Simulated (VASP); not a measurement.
Here is a VASP 6.6.1 calculation.

Contents of INCAR:

```
PREC     = Accurate       # precision mode
ENCUT    = 600            # plane-wave cutoff, eV
EDIFF    = 1E-7           # SCF threshold, eV
ISMEAR   = 0              # smearing method
SIGMA    = 0.1            # smearing width, eV
LREAL    = False          # projectors in reciprocal space
LASPH    = True           # aspherical terms in the spheres
NELM     = 120            # most SCF steps
ALGO     = Normal         # electronic algorithm
ISIF     = 3              # what is computed and relaxed
LWAVE    = False          # write WAVECAR
LCHARG   = False          # write CHGCAR
GGA      = PE             # functional
IBRION   = 2              # ionic algorithm
NSW      = 50             # ionic steps
EDIFFG   = -0.003         # ionic threshold
GGA_COMPAT= False        
NELMIN   = 4
```

File KPOINTS:

```
Automatic mesh
0
Gamma
  16 16 16
```

Contents of POSCAR:

```
HfN
1.0
    0.0000000000      2.2829910636      2.2829910636
    2.2829910636      0.0000000000      2.2829910636
    2.2829910636      2.2829910636      0.0000000000
Hf N
1 1
Direct
    0.0000000000      0.0000000000      0.0000000000
    0.5000000000      0.5000000000      0.5000000000
```

Potentials or basis: VASP PAW PBE potentials, release 64 (Hf_pv, N).

Command:

```bash
$ cat potpaw_PBE.64/Hf_pv/POTCAR potpaw_PBE.64/N/POTCAR > POTCAR
$ mpirun -np 1 vasp_std > vasp.out
```

Q: Predict the relaxed volume.

A: 11.65 Å³/atom.

Q: What does it give for the space group after relaxing (to 0.05 Å)?

A: Fm-3m (No. 225).

Step by step:
| step | energy change (eV) | largest force (eV/Å) | pressure (GPa) | volume (Å³) |
| --- | --- | --- | --- | --- |
| 1 | 0.0000 | 0.0000 | -5.48 | 23.80 |
| 2 | 0.0209 | 0.0000 | 11.25 | 22.42 |
| 3 | -0.0087 | 0.0000 | -0.06 | 23.30 |
| 4 | -0.0087 | 0.0000 | 0.06 | 23.29 |
| 5 | -0.0087 | 0.0000 | -0.09 | 23.31 |
| 6 | -0.0087 | 0.0000 | 0.01 | 23.30 |
